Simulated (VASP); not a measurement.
# VO2 (P4_2/mnm) in VASP: notebook, part 2 of 2

VASP 6.6.1. Earlier steps stand in the parts before.

## (3) Electric field gradients, PBEsol, collinear spin, ferromagnetic start

INCAR

```
SYSTEM = VO2
PREC     = Accurate       ! precision mode
ENCUT    = 520            ! plane-wave cutoff, eV
EDIFF    = 1E-8           ! SCF threshold, eV
ISMEAR   = -1             ! smearing method
SIGMA    = 0.05           ! smearing width, eV
LREAL    = .False.        ! projectors in reciprocal space
LASPH    = .True.         ! aspherical terms in the spheres
NELM     = 200            ! most SCF steps
ALGO     = Normal         ! electronic algorithm
ISIF     = 2              ! what is computed and relaxed
LWAVE    = .False.        ! write WAVECAR
LCHARG   = .False.        ! write CHGCAR
ISPIN    = 2              ! spin polarisation
MAGMOM   = 1 1 0 0 0 0    ! initial moments
LORBIT   = 11             ! projections on sites
LMAXMIX  = 4              ! l up to which the mixer works
GGA      = PS             ! functional
LEFG     = .True.       
NBANDS   = 38             ! bands
GGA_COMPAT= .False.      
KPAR     = 4
```

KPOINTS

```
regular mesh
0
Gamma
  10 10 16
  0 0 0
```

POSCAR

```
VO2
1.0
    4.5546000000      0.0000000000      0.0000000000
    0.0000000000      4.5546000000      0.0000000000
    0.0000000000      0.0000000000      2.8528000000
V O
2 4
Direct
    0.0000000000      0.0000000000      0.0000000000
    0.5000000000      0.5000000000      0.5000000000
    0.3001000000      0.3001000000      0.0000000000
    0.1999000000      0.8001000000      0.5000000000
    0.6999000000      0.6999000000      0.0000000000
    0.8001000000      0.1999000000      0.5000000000
```

Potentials or basis: VASP PAW PBE potentials, release 64 (V_sv, O).

The run is started by

```bash
$ cat potpaw_PBE.64/V_sv/POTCAR potpaw_PBE.64/O/POTCAR > POTCAR
$ mpirun -np 4 vasp_std > vasp.out
```

OUTCAR:

```text
SYSTEM = VO2
   PREC = Accurate
   ENCUT = 520
   EDIFF = 1E-8
   ISMEAR = -1
   LREAL = .False.
   LASPH = .True.
   NELM = 200
   ISIF = 2
   ISPIN = 2
   LORBIT = 11
   GGA = PS

 ion  position               nearest neighbor table
   1  0.000  0.000  0.000-   4 1.92   6 1.92   4 1.92   6 1.92   5 1.93   3 1.93
   2  0.500  0.500  0.500-   3 1.92   5 1.92   3 1.92   5 1.92   4 1.93   6 1.93
   3  0.300  0.300  0.000-   2 1.92   2 1.92   1 1.93
   4  0.200  0.800  0.500-   1 1.92   1 1.92   2 1.93
   5  0.700  0.700  0.000-   2 1.92   2 1.92   1 1.93
   6  0.800  0.200  0.500-   1 1.92   1 1.92   2 1.93

  LATTYP: Found a simple tetragonal cell.
 ALAT       =     4.5546000000
 C/A-ratio  =     0.6263557722

  Lattice vectors:

 A1 = (   4.5546000000,   0.0000000000,   0.0000000000)
 A2 = (   0.0000000000,   4.5546000000,   0.0000000000)
 A3 = (   0.0000000000,   0.0000000000,   2.8528000000)

Analysis of symmetry for initial positions (statically):
=====================================================================
 Subroutine PRICEL returns:
 Original cell was already a primitive cell.

 Routine SETGRP: Setting up the symmetry group for a
 simple tetragonal supercell.

 Subroutine GETGRP returns: Found 16 space group operations
 (whereof  8 operations were pure point group operations)
 out of a pool of 16 trial point group operations.

The static configuration has the point symmetry D_2h.
 The point group associated with its full space group is D_4h.

Analysis of symmetry for dynamics (positions and initial velocities):
=====================================================================
 Subroutine PRICEL returns:
 Original cell was already a primitive cell.

 Routine SETGRP: Setting up the symmetry group for a
 simple tetragonal supercell.

 Subroutine GETGRP returns: Found 16 space group operations
 (whereof  8 operations were pure point group operations)
 out of a pool of 16 trial point group operations.

The dynamic configuration has the point symmetry D_2h.
 The point group associated with its full space group is D_4h.

Analysis of structural, dynamic, and magnetic symmetry:
=====================================================================
 Subroutine PRICEL returns:
 Original cell was already a primitive cell.

 Routine SETGRP: Setting up the symmetry group for a
 simple tetragonal supercell.

 Subroutine GETGRP returns: Found 16 space group operations
 (whereof  8 operations were pure point group operations)
 out of a pool of 16 trial point group operations.

The overall configuration has the point symmetry D_2h.
 The point group associated with its full space group is D_4h.

 Subroutine INISYM returns: Found 16 space group operations
 (whereof  8 operations are pure point group operations),
 and found     1 'primitive' translations

----------------------------------------------------------------------------------------

                                     Primitive cell

  volume of cell :      59.1796

  direct lattice vectors                    reciprocal lattice vectors
[... 159 lines left out ...]
      6     -33.5154      1.00000
[... 949 lines left out ...]
     36      16.4691      0.00000
     37      16.8316      0.00000

 [... further k-points ...]

 spin component 2

 k-point     1 :       0.0000    0.0000    0.0000
  band No.  band energies     occupation
      1     -58.5817      1.00000
      2     -58.5715      1.00000
      3     -32.5426      1.00000
      4     -32.5426      1.00000
      5     -32.4973      1.00000
      6     -32.4759      1.00000
[... 949 lines left out ...]
     36      16.6918      0.00000
     37      17.1063      0.00000

 [... further k-points ...]

 [bands above 37 left out]

------------------------ aborting loop because EDIFF is reached ----------------------------------------

  FORCE on cell =-STRESS in cart. coord.  units (eV):
  Direction    XX          YY          ZZ          XY          YZ          ZX
  --------------------------------------------------------------------------------------
  -------------------------------------------------------------------------------------
  Total       -1.6034652     -1.6034652     -3.0427065      0.0000000      0.0000000      0.0000000
  in kB      -43.4108528    -43.4108528    -82.3756467      0.0000000      0.0000000      0.0000000
  external PRESSURE =     -56.3991174 kB  Pullay stress =       0.0000000 kB

 VOLUME and BASIS-vectors are now :
 -----------------------------------------------------------------------------
  energy-cutoff  :      520.00
  volume of cell :       59.18
      direct lattice vectors                 reciprocal lattice vectors
     4.554600000  0.000000000  0.000000000     0.219558249  0.000000000  0.000000000
     0.000000000  4.554600000  0.000000000     0.000000000  0.219558249  0.000000000
     0.000000000  0.000000000  2.852800000     0.000000000  0.000000000  0.350532810

 POSITION                                       TOTAL-FORCE (eV/Angst)
 -----------------------------------------------------------------------------------
      0.00000      0.00000      0.00000         0.000000      0.000000     -0.000000
      2.27730      2.27730      1.42640         0.000000      0.000000     -0.000000
      1.36684      1.36684      0.00000         0.012493      0.012493      0.000000
      0.91046      3.64414      1.42640        -0.012493      0.012493     -0.000000
      3.18776      3.18776      0.00000        -0.012493     -0.012493     -0.000000
      3.64414      0.91046      1.42640         0.012493     -0.012493     -0.000000
 -----------------------------------------------------------------------------------
    total drift:                                0.000000      0.000000      0.000000

  FREE ENERGIE OF THE ION-ELECTRON SYSTEM (eV)
  ---------------------------------------------------
  free  energy   TOTEN  =       -54.6201260923 eV

  energy  without entropy=      -54.5952502793  energy(sigma->0) =      -54.60768819

 Electric field gradients (V/A^2)
---------------------------------------------------------------------
 ion       V_xx      V_yy      V_zz      V_xy      V_xz      V_yz
---------------------------------------------------------------------
   1      -1.919    -1.919     3.839     6.180     0.000    -0.000
   2      -1.919    -1.919     3.839    -6.180     0.000     0.000
   3      -0.417    -0.417     0.834    25.534     0.000     0.000
   4      -0.417    -0.417     0.834   -25.534    -0.000     0.000
   5      -0.417    -0.417     0.834    25.534     0.000     0.000
   6      -0.417    -0.417     0.834   -25.534     0.000    -0.000
---------------------------------------------------------------------

 Electric field gradients after diagonalization (V/A^2)
 (convention: |V_zz| > |V_xx| > |V_yy|)
----------------------------------------------------------------------
 ion       V_xx      V_yy      V_zz     asymmetry (V_yy - V_xx)/ V_zz
----------------------------------------------------------------------
   1       4.261     3.839    -8.100       0.052
   2       4.261     3.839    -8.100       0.052
   3      25.116     0.834   -25.951       0.936
   4      25.116     0.834   -25.951       0.936
   5      25.116     0.834   -25.951       0.936
   6      25.116     0.834   -25.951       0.936
----------------------------------------------------------------------

           NMR quadrupolar parameters

 Cq : quadrupolar parameter    Cq=e*Q*V_zz/h
 eta: asymmetry parameters     (V_yy - V_xx)/ V_zz
 Q  : nuclear electric quadrupole moment in mb (millibarn)
----------------------------------------------------------------------
 ion       Cq(MHz)       eta       Q (mb)
----------------------------------------------------------------------
   1      -0.020       0.052       1.000
   2      -0.020       0.052       1.000
   3      -0.063       0.936       1.000
   4      -0.063       0.936       1.000
   5      -0.063       0.936       1.000
   6      -0.063       0.936       1.000
----------------------------------------------------------------------

 total charge

# of ion       s       p       d       tot
------------------------------------------
    1        2.287   6.344   2.921  11.551
    2        2.287   6.344   2.921  11.551
    3        1.567   3.457   0.000   5.024
    4        1.567   3.457   0.000   5.024
    5        1.567   3.457   0.000   5.024
    6        1.567   3.457   0.000   5.024
--------------------------------------------------
tot         10.843  26.516   5.841  43.199

 magnetization (x)

# of ion       s       p       d       tot
------------------------------------------
    1        0.013   0.012   1.010   1.036
    2        0.013   0.012   1.010   1.036
    3       -0.002  -0.047   0.000  -0.049
    4       -0.002  -0.047   0.000  -0.049
    5       -0.002  -0.047   0.000  -0.049
    6       -0.002  -0.047   0.000  -0.049
--------------------------------------------------
tot          0.018  -0.166   2.021   1.873
```

Run time: 2.5 min. Hardware: 4 MPI ranks of Intel Xeon 6975P-C (Granite Rapids), shared host; peak memory 0.63 GiB.

What came out:

| Item | Value |
| --- | --- |
| Free energy | -54.6201 eV |
| Pressure | -5.6 GPa |
| Largest force | 0.018 eV/Å |
| Band gap on the k mesh | zero (filled and empty bands overlap) |
| Net moment | 2.00 μB per cell |
| Site moments | V +1.04; O -0.05 μB |
| Valence electrons inside the program's atomic spheres | V 11.55; O 5.02 |

Forces on the atoms (eV/Å):
```
V    0.000  0.000  0.000
V    0.000  0.000  0.000
O    0.012  0.012  0.000
O   -0.012  0.012  0.000
O   -0.012 -0.012  0.000
O    0.012 -0.012  0.000
```

Electric field gradients, principal values (V/Å²):
```csv
atom,least,middle,greatest (by size)
1 V,3.839,4.261,-8.100
2 V,3.839,4.261,-8.100
3 O,0.834,25.116,-25.951
4 O,0.834,25.116,-25.951
5 O,0.834,25.116,-25.951
6 O,0.834,25.116,-25.951
```

Caveat: without QUAD_EFG the Cq values of the log hold for a quadrupole moment of 1 mb, not for the nuclei; the PAW data sets were made with another functional, which shifts forces and pressure a little; semilocal functionals often make such compounds metallic where correlation or magnetic order opens a gap, which also shifts bond lengths. With open d or f shells a metallic result of PBEsol can be an artefact of self-interaction; +U or a hybrid may open a gap.
